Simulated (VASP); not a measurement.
# C in VASP: further runs

C is run at these levels: HSE06; tasks: single point.

Everything below comes from runs of VASP 6.6.1. Logs are shortened: lines on timing, memory, paths and dates and some standing lists are left out, and cuts for length are marked.

### 1 The cell of the first run

Symmetry: Fd-3m, No. 227, cubic system. The conventional cell has a = 3.560 Å, b = 3.560 Å, c = 3.560 Å, α = 90.00°, β = 90.00°, γ = 90.00°. C (site symmetry -43m) has 4 C at 1.54 Å within 2.1 Å.

### 2 Single point, HSE06

Contents of POSCAR:

```
C
1.0
    0.0000000000      1.7801241425      1.7801241425
    1.7801241425      0.0000000000      1.7801241425
    1.7801241425      1.7801241425      0.0000000000
C
2
Direct
    0.0000000000      0.0000000000      0.0000000000
    0.2500000000      0.2500000000      0.2500000000
```

Contents of INCAR.step1:

```
SYSTEM = C
PREC = Accurate
ENCUT = 520
EDIFF = 1E-5
ISMEAR = 0
SIGMA = 0.01
LREAL = .False.
LASPH = .True.
NELM = 80
ALGO = Normal
ISIF = 2
LWAVE = .True.
LCHARG = .False.
NBANDS = 11
GGA = PE
```

Contents of INCAR.step2:

```
SYSTEM = C
PREC = Accurate
ENCUT = 520
EDIFF = 1E-6
ISMEAR = 0
SIGMA = 0.01
LREAL = .False.
LASPH = .True.
NELM = 80
ALGO = Normal
ISIF = 2
LWAVE = .False.
LCHARG = .False.
GGA = PE
LHFCALC = .True.
HFSCREEN = 0.2079
PRECFOCK = Normal
NBANDS = 11
ISTART = 1
```

Contents of KPOINTS:

```
Automatic mesh
0
Gamma
  8 8 8
  0 0 0
```

Potentials or basis: VASP PAW PBE potentials, release 64 (C).

Run with:

```
cat potpaw_PBE.64/C/POTCAR > POTCAR
cp INCAR.step1 INCAR
mpirun -np 1 vasp_std > vasp.out
cp INCAR.step2 INCAR
mpirun -np 1 vasp_std > vasp.out
```

OUTCAR:

```text
SYSTEM = C
   PREC = Accurate
   ENCUT = 520
   EDIFF = 1E-6
   ISMEAR = 0
   LREAL = .False.
   LASPH = .True.
   NELM = 80
   ISIF = 2
   GGA = PE
   LHFCALC = .True.
   HFSCREEN = 0.2079
   PRECFOCK = Normal
   ISTART = 1

 ion  position               nearest neighbor table
   1  0.000  0.000  0.000-   2 1.54   2 1.54   2 1.54   2 1.54
   2  0.250  0.250  0.250-   1 1.54   1 1.54   1 1.54   1 1.54

  LATTYP: Found a face centered cubic cell.
 ALAT       =     3.5602482850

  Lattice vectors:

 A1 = (   0.0000000000,   1.7801241425,   1.7801241425)
 A2 = (   1.7801241425,   0.0000000000,   1.7801241425)
 A3 = (   1.7801241425,   1.7801241425,   0.0000000000)

Analysis of symmetry for initial positions (statically):
=====================================================================
 Subroutine PRICEL returns:
 Original cell was already a primitive cell.

 Routine SETGRP: Setting up the symmetry group for a
 face centered cubic supercell.

 Subroutine GETGRP returns: Found 48 space group operations
 (whereof 24 operations were pure point group operations)
 out of a pool of 48 trial point group operations.

The static configuration has the point symmetry T_d .
 The point group associated with its full space group is O_h .

Analysis of symmetry for dynamics (positions and initial velocities):
=====================================================================
 Subroutine PRICEL returns:
 Original cell was already a primitive cell.

 Routine SETGRP: Setting up the symmetry group for a
 face centered cubic supercell.

 Subroutine GETGRP returns: Found 48 space group operations
 (whereof 24 operations were pure point group operations)
 out of a pool of 48 trial point group operations.

The dynamic configuration has the point symmetry T_d .
 The point group associated with its full space group is O_h .

 Subroutine INISYM returns: Found 48 space group operations
 (whereof 24 operations are pure point group operations),
 and found     1 'primitive' translations

----------------------------------------------------------------------------------------

                                     Primitive cell

  volume of cell :      11.2819

  direct lattice vectors                    reciprocal lattice vectors
     0.000000000  1.780124143  1.780124143    -0.280879287  0.280879287  0.280879287
     1.780124143  0.000000000  1.780124143     0.280879287 -0.280879287  0.280879287
     1.780124143  1.780124143  0.000000000     0.280879287  0.280879287 -0.280879287

  length of vectors
     2.517475705  2.517475705  2.517475705     0.486497196  0.486497196  0.486497196

  position of ions in fractional coordinates (direct lattice)
     0.000000000  0.000000000  0.000000000
     0.250000000  0.250000000  0.250000000

  ion indices of the primitive-cell ions
   primitive index   ion index
                 1           1
                 2           2

----------------------------------------------------------------------------------------

 KPOINTS: Automatic mesh

Automatic generation of k-mesh.
 Grid dimensions read from file:
 generate k-points for:    8    8    8

 Generating k-lattice:

  Cartesian coordinates                     Fractional coordinates (reciprocal lattice)
    -0.035109911  0.035109911  0.035109911     0.125000000  0.000000000  0.000000000
     0.035109911 -0.035109911  0.035109911     0.000000000  0.125000000  0.000000000
     0.035109911  0.035109911 -0.035109911     0.000000000  0.000000000  0.125000000

  Length of vectors
     0.060812149  0.060812149  0.060812149

  Shift w.r.t. Gamma in fractional coordinates (k-lattice)
     0.000000000  0.000000000  0.000000000

 Subroutine IBZKPT returns following result:
 ===========================================

 Found     29 irreducible k-points:

 Following reciprocal coordinates:
            Coordinates               Weight
  0.000000  0.000000  0.000000      1.000000
  0.125000  0.000000  0.000000      8.000000
  0.250000  0.000000  0.000000      8.000000
  0.375000  0.000000  0.000000      8.000000
  0.500000  0.000000  0.000000      4.000000
  0.125000  0.125000  0.000000      6.000000
[... 16 lines left out ...]
  0.500000  0.250000  0.125000     48.000000
 -0.375000  0.250000  0.125000     24.000000
 [... further k-points ...]
   k-points           NKPTS =     29   k-points in BZ     NKDIM =    512   number of bands    NBANDS=     11
   number of dos      NEDOS =    301   number of ions     NIONS =      2
   total plane-waves  NPLWV =   8000
   dimension x,y,z NGX =    20 NGY =   20 NGZ =   20
   dimension x,y,z NGXF=    40 NGYF=   40 NGZF=   40
   ions per type =               2
   NGX,Y,Z   is equivalent  to a cutoff of  13.21, 13.21, 13.21 a.u.
   NGXF,Y,Z  is equivalent  to a cutoff of  26.41, 26.41, 26.41 a.u.
 SYSTEM =  C
   PREC   = accura    normal or accurate (medium, high low for compatibility)
   ISTART =      1    job   : 0-new  1-cont  2-samecut
   ICHARG =      0    charge: 1-file 2-atom 10-const
   ISPIN  =      1    spin polarized calculation?
   LNONCOLLINEAR =      F non collinear calculations
   LSORBIT =      F    spin-orbit coupling
   LASPH  =      T    aspherical Exc in radial PAW
   ENCUT  =  520.0 eV  38.22 Ry    6.18 a.u.   4.68  4.68  4.68*2*pi/ulx,y,z
   NELM   =     80;   NELMIN=  2; NELMDL=  0     # of ELM steps
   EDIFF  = 0.1E-05   stopping-criterion for ELM
   LREAL  =      F    real-space projection
   EDIFFG = 0.1E-04   stopping-criterion for IOM
   NSW    =      0    number of steps for IOM
   IBRION =     -1    ionic relax: 0-MD 1-quasi-New 2-CG
   NFREE  =      0    steps in history (QN), initial steepest desc. (CG)
   ISIF   =      2    stress and relaxation
   ISYM   =      3    0-nonsym 1-usesym 2-fastsym
   POTIM  = 0.5000    time-step for ionic-motion
   TEBEG  =    0.0;   TEEND  =   0.0 temperature during run
   PSTRESS=    0.0 pullay stress
   NELECT =       8.0000    total number of electrons
   NUPDOWN=      -1.0000    fix difference up-down
   EMIN   =  10.00;   EMAX   =-10.00  energy-range for DOS
   EFERMI =   0.00;   METHOD = LEGACY
   ISMEAR =     0;   SIGMA  =   0.01  broadening in eV -4-tet -1-fermi 0-gaus
   EFERMI_NEDOS =   21; number of points for ismear=-14 and -15
   IALGO  =     38    algorithm
   IMIX   =      1    mixing-type and parameters
     AMIX     =   0.40;   BMIX     =  1.00
     AMIX_MAG =   1.60;   BMIX_MAG =  1.00
  volume/ion in A,a.u.               =       5.64        38.07
  Fermi-wavevector in a.u.,A,eV,Ry     =   1.459860  2.758735 28.996616  2.131191
  Thomas-Fermi vector in A             =   2.576377
   LORBIT       =      0    0 simple, 1 ext, 2 COOP (PROOUT), +10 PAW based schemes
   GGA     = PE    functional components
   LHFCALC =     T    Hartree Fock is set to
   PRECFOCK=normal    Normal, Fast or Accurate (Low or Medium for compatibility)
   ENCUT4O =  -1.0   cutoff for four orbital integrals eV
   NKREDX  =     1    reduce k-point grid by
   NKREDY  =     1    reduce k-point grid by
   NKREDZ  =     1    reduce k-point grid by
   AEXX    =    0.2500 exact exchange contribution
   HFSCREEN=    0.2079 screening length (either q_TF or 0.3 A-1)
   HFSCREENC=   0.2079 screening length for correlation (either q_TF or 0.3 A-1)
   ENCUTFOCK=  -1.0 apply spherical cutoff to Coloumb kernel
   IVDW    =     0    specifies the selected vdW correction
   LEPSILON=     F    determine dielectric tensor
   LRPA    =     F    only Hartree local field effects (RPA)
 non-spin polarized calculation
 Gauss-broadening in eV      SIGMA  =   0.01
  energy-cutoff  :      520.00
  volume of cell :       11.28
 maximum number of plane-waves:       314
  NGX = 16; NGY = 16; NGZ = 16

 number of electron       7.9999999 magnetization

 Free energy of the ion-electron system (eV)
  ---------------------------------------------------
  ext. energy  EPLUGINS =         0.00000000
  ---------------------------------------------------
  free energy    TOTEN  =       -21.05081071 eV

  energy without entropy =      -21.05081071  energy(sigma->0) =      -21.05081071

 E-fermi :   9.2654     XC(G=0): -10.8444

 val. band max:        9.1911915500   @ k =   0.0000   0.0000   0.0000
 cond. band min:      14.4828349067   @ k =   0.3750   0.3750   0.0000
 fundamental gap:      5.2916433566
 Fermi energy:         9.2653528150

 k-point     1 :       0.0000    0.0000    0.0000
  band No.  band energies     occupation
      1     -14.4219      2.00000
      2       9.1912      2.00000
      3       9.1912      2.00000
      4       9.1912      2.00000
      5      16.1782      0.00000
      6      16.1782      0.00000
      7      16.1782      0.00000
      8      24.5832      0.00000
      9      30.1092      0.00000
     10      37.5525      0.00000
     11      37.5525      0.00000

 k-point     2 :       0.1250    0.0000    0.0000
  band No.  band energies     occupation
      1     -13.9525      2.00000
      2       6.5730      2.00000
      3       8.4935      2.00000
      4       8.4935      2.00000
      5      17.1040      0.00000
      6      17.1040      0.00000
      7      17.5148      0.00000
      8      24.9739      0.00000
      9      30.8514      0.00000
     10      34.3567      0.00000
     11      34.3567      0.00000

 k-point     3 :       0.2500    0.0000    0.0000
  band No.  band energies     occupation
      1     -12.5582      2.00000
      2       1.9500      2.00000
      3       7.2903      2.00000
      4       7.2903      2.00000
      5      18.5600      0.00000
      6      18.5600      0.00000
      7      18.8642      0.00000
      8      25.9370      0.00000
      9      31.7341      0.00000
     10      33.2716      0.00000
     11      33.2716      0.00000
[... 267 lines left out ...]
 k-point    23 :       0.5000    0.2500    0.1250
  band No.  band energies     occupation
      1      -9.1295      2.00000
      2      -1.6604      2.00000
      3       2.3007      2.00000
      4       4.7228      2.00000
      5      18.6540      0.00000
      6      20.4421      0.00000
      7      23.5289      0.00000
      8      24.4874      0.00000
      9      31.3858      0.00000
     10      33.6858      0.00000
     11      37.4774      0.00000

 k-point    24 :      -0.3750    0.2500    0.1250
  band No.  band energies     occupation
      1      -7.0621      2.00000
      2      -4.3951      2.00000
      3       2.2474      2.00000
      4       4.0637      2.00000
      5      18.9355      0.00000
      6      20.2878      0.00000
      7      24.3327      0.00000
      8      26.2220      0.00000
      9      29.2515      0.00000
     10      35.5677      0.00000
     11      37.6043      0.00000

 [... further k-points ...]

------------------------ aborting loop because EDIFF is reached ----------------------------------------

  FORCE on cell =-STRESS in cart. coord.  units (eV):
  Direction    XX          YY          ZZ          XY          YZ          ZX
  --------------------------------------------------------------------------------------
  -------------------------------------------------------------------------------------
  Total       -0.3420549     -0.3420549     -0.3420549     -0.0000000      0.0000000     -0.0000000
  in kB      -48.5764208    -48.5764208    -48.5764208     -0.0000000      0.0000000     -0.0000000
  external PRESSURE =     -48.5764208 kB  Pullay stress =       0.0000000 kB

 VOLUME and BASIS-vectors are now :
 -----------------------------------------------------------------------------
  energy-cutoff  :      520.00
  volume of cell :       11.28
      direct lattice vectors                 reciprocal lattice vectors
     0.000000000  1.780124143  1.780124143    -0.280879287  0.280879287  0.280879287
     1.780124143  0.000000000  1.780124143     0.280879287 -0.280879287  0.280879287
     1.780124143  1.780124143  0.000000000     0.280879287  0.280879287 -0.280879287

 POSITION                                       TOTAL-FORCE (eV/Angst)
 -----------------------------------------------------------------------------------
      0.00000      0.00000      0.00000        -0.000000     -0.000000     -0.000000
      0.89006      0.89006      0.89006         0.000000      0.000000      0.000000
 -----------------------------------------------------------------------------------
    total drift:                               -0.000000      0.000000     -0.000000

  FREE ENERGIE OF THE ION-ELECTRON SYSTEM (eV)
  ---------------------------------------------------
  free  energy   TOTEN  =       -21.0508107094 eV

  energy  without entropy=      -21.0508107094  energy(sigma->0) =      -21.05081071
```

It took 4.5 min on 1 thread of Intel Xeon 6975P-C (Granite Rapids), shared host; peak memory 0.22 GiB.

What came out:

- Free energy: -21.0508 eV
- Pressure: -4.9 GPa
- Band gap on the k mesh: 5.29 eV (least direct gap 6.99 eV)

Levels at points of the mesh, in eV from the valence-band top:
```
           k point  band 1  band 2  band 3  band 4  band 5  band 6  band 7  band 8
(0.00, 0.00, 0.00)  -23.61    0.00    0.00    0.00    6.99    6.99    6.99   15.39
(0.50, 0.00, 0.00)  -17.36  -14.68   -3.08   -3.08   10.04   10.04   10.42   17.66
(0.50, 0.50, 0.00)  -14.11  -14.11   -6.91   -6.91    5.92    5.92   19.31   19.31
```

Caveat: the cell stands under tension; the PAW data sets were made with another functional, which shifts forces and pressure a little.

### 3 Single point, HSE06 (epitaxial xy strain -4.0%)

Contents of POSCAR:

```
C
1.0
    0.0000000000      1.7089191768      1.7961065760
    1.7089191768      0.0000000000      1.7961065760
    1.7089191768      1.7089191768      0.0000000000
C
2
Direct
    0.0000000000      0.0000000000      0.0000000000
    0.2500000000      0.2500000000      0.2500000000
```

Contents of INCAR.step1:

```
SYSTEM = C
  PREC = Accurate
  ENCUT = 520
  EDIFF = 1E-5
  ISMEAR = 0
  SIGMA = 0.01
  LREAL = .False.
  LASPH = .True.
  NELM = 80
  ALGO = Normal
  ISIF = 2
  LWAVE = .True.
  LCHARG = .False.
  GGA = PE
  NBANDS = 11
```

Contents of INCAR.step2:

```
SYSTEM = C
  PREC = Accurate
  ENCUT = 520
  EDIFF = 1E-6
  ISMEAR = 0
  SIGMA = 0.01
  LREAL = .False.
  LASPH = .True.
  NELM = 80
  ALGO = Normal
  ISIF = 2
  LWAVE = .False.
  LCHARG = .False.
  GGA = PE
  LHFCALC = .True.
  HFSCREEN = 0.2079
  PRECFOCK = Normal
  ISTART = 1
  NBANDS = 11
```

Contents of KPOINTS:

```
regular mesh
0
Gamma
  8 8 8
  0 0 0
```

Potentials or basis: VASP PAW PBE potentials, release 64 (C).

Run with:

```
cat potpaw_PBE.64/C/POTCAR > POTCAR
cp INCAR.step1 INCAR
mpirun -np 1 vasp_std > vasp.out
cp INCAR.step2 INCAR
mpirun -np 1 vasp_std > vasp.out
```

It took 5.9 min on 1 thread of Intel Xeon 6975P-C (Granite Rapids), shared host; peak memory 0.22 GiB.

The run converged. Its results:

```yaml
Free_energy: -20.9261 eV
Pressure: 32.8 GPa
Band_gap_on_the_k_mesh: 4.77 eV (least direct gap 6.72 eV)
```

Stress tensor (GPa, compression positive):
```
51.31  0.00  0.00
 0.00 51.31  0.00
 0.00  0.00 -4.31
```

Levels at points of the mesh, in eV from the valence-band top:
| k point | band 1 | band 2 | band 3 | band 4 | band 5 | band 6 | band 7 | band 8 |
| --- | --- | --- | --- | --- | --- | --- | --- | --- |
| (0.00, 0.00, 0.00) | -24.96 | -0.88 | 0.00 | 0.00 | 6.72 | 6.72 | 7.38 | 16.84 |
| (0.50, 0.00, 0.00) | -18.25 | -15.85 | -4.10 | -3.05 | 9.22 | 10.35 | 11.75 | 18.06 |
| (0.50, 0.50, 0.00) | -15.54 | -15.54 | -7.11 | -7.11 | 6.65 | 6.65 | 20.01 | 20.01 |
| (0.50, 0.00, 0.50) | -14.66 | -14.66 | -7.94 | -7.94 | 5.39 | 5.39 | 20.14 | 20.14 |

Caveat: the cell differs from its parent crystal (epitaxial xy strain -4.0%); the stress differs along the axes, from -4 to 51 GPa; the PAW data sets were made with another functional, which shifts forces and pressure a little.

### 4 Single point, HSE06 (epitaxial xy strain -3.0%)

Contents of POSCAR:

```
C
1.0
    0.0000000000      1.7267204183      1.7920512418
    1.7267204183      0.0000000000      1.7920512418
    1.7267204183      1.7267204183      0.0000000000
C
2
Direct
    0.0000000000      0.0000000000      0.0000000000
    0.2500000000      0.2500000000      0.2500000000
```

Contents of INCAR.step1:

```
PREC     = Accurate       # precision mode
ENCUT    = 520            # plane-wave cutoff, eV
EDIFF    = 1E-5           # SCF threshold, eV
ISMEAR   = 0              # smearing method
SIGMA    = 0.01           # smearing width, eV
LREAL    = F              # projectors in reciprocal space
LASPH    = T              # aspherical terms in the spheres
NELM     = 80             # most SCF steps
ALGO     = Normal         # electronic algorithm
ISIF     = 2              # what is computed and relaxed
LWAVE    = T              # write WAVECAR
LCHARG   = F              # write CHGCAR
GGA      = PE             # functional
NBANDS   = 11             # bands
```

Contents of INCAR.step2:

```
PREC     = Accurate       # precision mode
ENCUT    = 520            # plane-wave cutoff, eV
EDIFF    = 1E-7           # SCF threshold, eV
ISMEAR   = 0              # smearing method
SIGMA    = 0.01           # smearing width, eV
LREAL    = F              # projectors in reciprocal space
LASPH    = T              # aspherical terms in the spheres
NELM     = 80             # most SCF steps
ALGO     = Normal         # electronic algorithm
ISIF     = 2              # what is computed and relaxed
LWAVE    = F              # write WAVECAR
LCHARG   = F              # write CHGCAR
GGA      = PE             # functional
LHFCALC  = T              # exact exchange
HFSCREEN = 0.2079         # screening, 1/A
PRECFOCK = Normal       
ISTART   = 1            
NBANDS   = 11             # bands
```

Contents of KPOINTS:

```
Automatic mesh
0
Gamma
  8 8 8
```

Run with:

```
cat potpaw_PBE.64/C/POTCAR > POTCAR
cp INCAR.step1 INCAR
mpirun -np 1 vasp_std > vasp.out
cp INCAR.step2 INCAR
mpirun -np 1 vasp_std > vasp.out
```

Run time: 8.6 min. Hardware: 1 thread of Intel Xeon 6975P-C (Granite Rapids), shared host; peak memory 0.22 GiB.

The run converged. Its results:

```
Free energy            : -20.9866 eV
Pressure               : 22.3 GPa
Band gap on the k mesh : 4.91 eV (least direct gap 6.79 eV)
```

Stress tensor (GPa, compression positive):
```
35.72  0.00  0.00
 0.00 35.72  0.00
 0.00  0.00 -4.50
```

Levels at points of the mesh, in eV from the valence-band top:
```
           k point  band 2  band 3  band 4  band 5  band 6  band 7
(0.00, 0.00, 0.00)   -0.64    0.00    0.00    6.79    6.79    7.28
(0.50, 0.00, 0.00)  -15.54   -3.82   -3.06    9.47   10.27   11.38
(0.50, 0.50, 0.00)  -15.16   -7.06   -7.06    6.46    6.46   19.83
(0.50, 0.00, 0.50)  -14.52   -7.67   -7.67    5.53    5.53   19.96
```

Caveat: the cell differs from its parent crystal (epitaxial xy strain -3.0%); the stress differs along the axes, from -5 to 36 GPa; the PAW data sets were made with another functional, which shifts forces and pressure a little.

### 5 The runs side by side

| cell | gap on the mesh (eV) | pressure (GPa) |
| --- | --- | --- |
| a = 2.517 Å, angles 60.0°, 2 atoms | 5.29 | -4.9 |
| a = 2.479, b = 2.479, c = 2.417 Å, angles 60.8, 60.8, 58.3°, 2 atoms | 4.77 | 32.8 |
| a = 2.489, b = 2.489, c = 2.442 Å, angles 60.6, 60.6, 58.8°, 2 atoms | 4.91 | 22.3 |

Alike in all rows: task single point; level HSE06; potentials or basis VASP PAW PBE potentials, release 64 (C); no spin polarisation; k mesh 8 × 8 × 8; cutoff (eV) 520; smearing gaussian 0.01 eV.

Caveats: the PAW data sets were made with another functional, which shifts forces and pressure a little; the cell stands under tension (at least some runs); the stress differs along the axes, from -4 to 51 GPa (at least some runs); the stress differs along the axes, from -5 to 36 GPa (at least some runs).

Absolute energies hang on the potentials; compare differences alone.
